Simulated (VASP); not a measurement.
S, 1 atom in the cell. It takes space group Im-3m (No. 229, cubic). The conventional cell has a = 3.130 Å, b = 3.130 Å, c = 3.130 Å, α = 90.00°, β = 90.00°, γ = 90.00°. S (site symmetry m-3m) has 14 S at 2.71 to 3.13 Å within 3.6 Å. This isn't the form of S at room conditions, which is orthorhombic, of S8 rings.

* Program: VASP 6.6.1
* Task: single point
* Functional: PBE
* Potentials or basis: VASP PAW PBE potentials, release 64 (S)
* Cutoff: 520 eV
* k mesh: 17 × 17 × 17
* Occupations: fermi-dirac, width 0.08 eV
* Spin: no spin polarisation
* Dipole correction: no
* Further INCAR settings: ALGO = Normal; EDIFF = 1e-06; NBANDS = 9

Potentials or basis: VASP PAW PBE potentials, release 64 (S).

Run with:

```console
$ cat potpaw_PBE.64/S/POTCAR > POTCAR
$ mpirun -np 1 vasp_std > vasp.out
```

Hardware: 1 thread of Intel Xeon 8259CL (shared host).

Q: Estimate the wall time of this run.

A: It took 14 s on 1 thread of Intel Xeon 8259CL, on a shared host, peak memory 0.13 GiB. Counts: scf iterations 10, k points 165.
